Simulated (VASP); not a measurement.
# BeS (I-4m2) in VASP: notebook

BeS is run at these levels: r2SCAN; tasks: single point.

Program: VASP 6.6.1. These are calculated values, not measurements. Logs are shortened: lines on timing, memory, paths and dates and some standing lists are left out, and cuts for length are marked.

**1. The cell of the first run**

It takes space group I-4m2 (No. 119, tetragonal). The conventional cell has a = 3.408 Å, b = 3.408 Å, c = 4.906 Å, α = 90.00°, β = 90.00°, γ = 90.00°. Within 2.8 Å of Be (site symmetry -4m2) lie 4 S at 2.10 Å. S (site symmetry -4m2) has 4 Be at 2.10 Å within 2.8 Å.

**2. Single point, r2SCAN (film at in-plane strain -0.01)**

Input file POSCAR:

```
BeS
1.0
    2.4098822536      2.4098822536      0.0000000000
   -2.4098822536      2.4098822536      0.0000000000
    0.0000000000      2.4098822536      2.4530510481
Be S
1 1
Direct
    0.0000000000      0.0000000000      0.0000000000
    0.7500000000      0.2500000000      0.5000000000
```

Input file INCAR.step1:

```
PREC = Accurate
ENCUT = 520
ISMEAR = 0
SIGMA = 0.01
LREAL = F
LASPH = T
NELM = 80
NBANDS = 11
GGA = PE
ALGO = Normal
EDIFF = 1E-4
LWAVE = T
LCHARG = F
```

Input file INCAR.step2:

```
PREC = Accurate
ENCUT = 520
EDIFF = 1E-6
ISMEAR = 0
SIGMA = 0.01
LREAL = F
LASPH = T
NELM = 80
ALGO = Normal
ISIF = 2
LWAVE = F
LCHARG = F
METAGGA = R2SCAN
LMIXTAU = T
NBANDS = 11
ISTART = 1
```

Input file KPOINTS:

```
regular mesh
0
Gamma
  8 8 8
```

Potentials or basis: VASP PAW PBE potentials, release 64 (Be, S).

Launch:

```console
cat potpaw_PBE.64/Be/POTCAR potpaw_PBE.64/S/POTCAR > POTCAR
cp INCAR.step1 INCAR
mpirun -np 1 vasp_std > vasp.out
cp INCAR.step2 INCAR
mpirun -np 1 vasp_std > vasp.out
```

OUTCAR:

```text
PREC = Accurate
   ENCUT = 520
   EDIFF = 1E-6
   ISMEAR = 0
   LREAL = F
   LASPH = T
   NELM = 80
   ISIF = 2
   METAGGA = R2SCAN
   ISTART = 1

 ion  position               nearest neighbor table
   1  0.000  0.000  0.000-   2 2.10   2 2.10   2 2.10   2 2.10
   2  0.750  0.250  0.500-   1 2.10   1 2.10   1 2.10   1 2.10

  LATTYP: Found a body centered tetragonal cell.
 ALAT       =     3.4080881668
 C/A-ratio  =     1.4395467066

  Lattice vectors:

 A1 = (   2.4098822536,   0.0000000000,  -2.4530510481)
 A2 = (  -2.4098822536,   0.0000000000,  -2.4530510481)
 A3 = (   0.0000000000,   2.4098822536,   2.4530510481)

Analysis of symmetry for initial positions (statically):
=====================================================================
 Subroutine PRICEL returns:
 Original cell was already a primitive cell.

 Routine SETGRP: Setting up the symmetry group for a
 body centered tetragonal supercell.

 Subroutine GETGRP returns: Found  8 space group operations
 (whereof  8 operations were pure point group operations)
 out of a pool of 16 trial point group operations.

The static configuration has the point symmetry D_2d.

Analysis of symmetry for dynamics (positions and initial velocities):
=====================================================================
 Subroutine PRICEL returns:
 Original cell was already a primitive cell.

 Routine SETGRP: Setting up the symmetry group for a
 body centered tetragonal supercell.

 Subroutine GETGRP returns: Found  8 space group operations
 (whereof  8 operations were pure point group operations)
 out of a pool of 16 trial point group operations.

The dynamic configuration has the point symmetry D_2d.

 Subroutine INISYM returns: Found  8 space group operations
 (whereof  8 operations are pure point group operations),
 and found     1 'primitive' translations

----------------------------------------------------------------------------------------

                                     Primitive cell

  volume of cell :      28.4923

  direct lattice vectors                    reciprocal lattice vectors
     2.409882254  2.409882254  0.000000000     0.207479017  0.207479017 -0.203827801
    -2.409882254  2.409882254  0.000000000    -0.207479017  0.207479017 -0.203827801
     0.000000000  2.409882254  2.453051048     0.000000000  0.000000000  0.407655601

  length of vectors
     3.408088167  3.408088167  3.438748598     0.357268606  0.357268606  0.407655601

  position of ions in fractional coordinates (direct lattice)
     0.000000000  0.000000000  0.000000000
[... 83 lines left out ...]
   NFREE  =      0    steps in history (QN), initial steepest desc. (CG)
   ISIF   =      2    stress and relaxation
   ISYM   =      2    0-nonsym 1-usesym 2-fastsym
   POTIM  = 0.5000    time-step for ionic-motion
   TEBEG  =    0.0;   TEEND  =   0.0 temperature during run
   PSTRESS=    0.0 pullay stress
   NELECT =       8.0000    total number of electrons
   NUPDOWN=      -1.0000    fix difference up-down
   EMIN   =  10.00;   EMAX   =-10.00  energy-range for DOS
   EFERMI =   0.00;   METHOD = LEGACY
   ISMEAR =     0;   SIGMA  =   0.01  broadening in eV -4-tet -1-fermi 0-gaus
   EFERMI_NEDOS =   21; number of points for ismear=-14 and -15
   IALGO  =     38    algorithm
   IMIX   =      4    mixing-type and parameters
     AMIX     =   0.40;   BMIX     =  1.00
     AMIX_MAG =   1.60;   BMIX_MAG =  1.00
  volume/ion in A,a.u.               =      14.25        96.14
  Fermi-wavevector in a.u.,A,eV,Ry     =   1.072002  2.025789 15.635643  1.149187
  Thomas-Fermi vector in A             =   2.207759
   LORBIT       =      0    0 simple, 1 ext, 2 COOP (PROOUT), +10 PAW based schemes
   METAGGA = R2SCAN    functional components
   LHFCALC =     F    Hartree Fock is set to
   AEXX    =    0.0000 exact exchange contribution
   IVDW    =     0    specifies the selected vdW correction
   LEPSILON=     F    determine dielectric tensor
   LRPA    =     F    only Hartree local field effects (RPA)
 non-spin polarized calculation
 Gauss-broadening in eV      SIGMA  =   0.01
  energy-cutoff  :      520.00
  volume of cell :       28.49
 maximum number of plane-waves:       785
 NGX is ok and might be reduce to    28
   NGX = 13   NGY = 13   NGZ = 13

 number of electron       7.9999999 magnetization

 Free energy of the ion-electron system (eV)
  ---------------------------------------------------
  ext. energy  EPLUGINS =         0.00000000
  ---------------------------------------------------
  free energy    TOTEN  =       -14.78252252 eV

  energy without entropy =      -14.78252252  energy(sigma->0) =      -14.78252252

 E-fermi :   4.1489     XC(G=0): -10.1879

 val. band max:        4.0127672627   @ k =   0.0000   0.0000   0.0000
 cond. band min:       7.5022866326   @ k =   0.5000   0.5000   0.0000
 fundamental gap:      3.4895193699
 Fermi energy:         4.1489215571

 k-point     1 :       0.0000    0.0000    0.0000
  band No.  band energies     occupation
      1     -10.3251      2.00000
      2       3.9103      2.00000
      3       4.0128      2.00000
      4       4.0128      2.00000
      5      10.2315      0.00000
      6      10.2315      0.00000
      7      10.2500      0.00000
      8      10.6743      0.00000
      9      17.1923      0.00000
     10      17.6081      0.00000
     11      19.8964      0.00000
[... 309 lines left out ...]
 k-point    24 :       0.3750    0.0000    0.1250
  band No.  band energies     occupation
      1      -9.2664      2.00000
      2      -0.0632      2.00000
      3       2.1196      2.00000
      4       3.4146      2.00000
      5      10.8156      0.00000
      6      11.4393      0.00000
      7      11.5110      0.00000
      8      13.9415      0.00000
      9      15.6138      0.00000
     10      18.9278      0.00000
     11      20.1153      0.00000

 [... further k-points ...]
[... 5 lines left out ...]
  --------------------------------------------------------------------------------------
  -------------------------------------------------------------------------------------
  Total        0.3804685      0.3804685      0.0534375      0.0000000      0.0000000      0.0000000
  in kB       21.3944469     21.3944469      3.0048898      0.0000000      0.0000000      0.0000000
  external PRESSURE =      15.2645945 kB  Pullay stress =       0.0000000 kB

 VOLUME and BASIS-vectors are now :
 -----------------------------------------------------------------------------
  energy-cutoff  :      520.00
  volume of cell :       28.49
      direct lattice vectors                 reciprocal lattice vectors
     2.409882254  2.409882254  0.000000000     0.207479017  0.207479017 -0.203827801
    -2.409882254  2.409882254  0.000000000    -0.207479017  0.207479017 -0.203827801
     0.000000000  2.409882254  2.453051048     0.000000000  0.000000000  0.407655601

 POSITION                                       TOTAL-FORCE (eV/Angst)
 -----------------------------------------------------------------------------------
      0.00000      0.00000      0.00000        -0.000000      0.000000      0.000000
      1.20494      3.61482      1.22653         0.000000     -0.000000      0.000000
 -----------------------------------------------------------------------------------
    total drift:                               -0.000000      0.000000      0.000000

  FREE ENERGIE OF THE ION-ELECTRON SYSTEM (eV)
  ---------------------------------------------------
  free  energy   TOTEN  =       -14.7825225200 eV

  energy  without entropy=      -14.7825225200  energy(sigma->0) =      -14.78252252
```

OUTCAR.step1:

```text
PREC = Accurate
   ENCUT = 520
   ISMEAR = 0
   LREAL = F
   LASPH = T
[... 558 lines left out ...]
 -----------------------------------------------------------------------------------
      0.00000      0.00000      0.00000         0.000000      0.000000      0.000000
      1.20494      3.61482      1.22653        -0.000000     -0.000000      0.000000
 -----------------------------------------------------------------------------------
    total drift:                                0.000000      0.000000      0.000000

  FREE ENERGIE OF THE ION-ELECTRON SYSTEM (eV)
  ---------------------------------------------------
  free  energy   TOTEN  =       -10.0087874089 eV

  energy  without entropy=      -10.0087874089  energy(sigma->0) =      -10.00878741
```

OSZICAR.step1:

```text
N       E                     dE             d eps       ncg     rms          rms(c)
DAV:   1     0.200697709388E+02    0.20070E+02   -0.37899E+03  1306   0.617E+02
DAV:   2    -0.896558776501E+01   -0.29035E+02   -0.27587E+02  1756   0.116E+02
DAV:   3    -0.101765394380E+02   -0.12110E+01   -0.12087E+01  1649   0.234E+01
DAV:   4    -0.101841902272E+02   -0.76508E-02   -0.76490E-02  1640   0.218E+00
DAV:   5    -0.101842581660E+02   -0.67939E-04   -0.67937E-04  1687   0.204E-01    0.568E+00
DAV:   6    -0.100485651533E+02    0.13569E+00   -0.11647E-01  1510   0.164E+00    0.386E+00
DAV:   7    -0.100075003862E+02    0.41065E-01   -0.11892E-01  1601   0.181E+00    0.995E-01
DAV:   8    -0.100086947095E+02   -0.11943E-02   -0.65600E-03  1673   0.417E-01    0.147E-01
DAV:   9    -0.100087874089E+02   -0.92699E-04   -0.50573E-04  1589   0.142E-01
   1 F= -.10008787E+02 E0= -.10008787E+02  d E =-.598437E-23
```

Wall time 74 s (1 thread of Intel Xeon 8259CL, shared host); peak memory 0.17 GiB.

What came out:

```
Free energy            : -14.7825 eV
Pressure               : 1.5 GPa
Band gap on the k mesh : 3.49 eV (least direct gap 6.22 eV)
```

Stress tensor (GPa, compression positive):
```
2.14 0.00 0.00
0.00 2.14 0.00
0.00 0.00 0.30
```

Levels at points of the mesh, in eV from the valence-band top:
| k point | band 1 | band 2 | band 3 | band 4 | band 5 | band 6 | band 7 | band 8 | band 9 |
| --- | --- | --- | --- | --- | --- | --- | --- | --- | --- |
| (0.00, 0.00, 0.00) | -14.34 | -0.10 | 0.00 | 0.00 | 6.22 | 6.22 | 6.24 | 6.66 | 13.18 |
| (0.50, 0.00, 0.00) | -12.66 | -6.00 | -1.18 | -1.01 | 6.04 | 7.05 | 7.19 | 12.04 | 15.61 |
| (0.50, 0.50, 0.00) | -12.05 | -5.19 | -2.82 | -2.78 | 3.49 | 5.29 | 13.75 | 13.89 | 16.83 |
| (0.00, 0.00, 0.50) | -12.14 | -5.31 | -2.65 | -2.65 | 3.63 | 5.46 | 13.84 | 13.84 | 16.60 |

Caveat: the cell differs from its parent crystal (film at in-plane strain -0.01); the PAW data sets were made with another functional, which shifts forces and pressure a little.

[end of part 1 of 2]
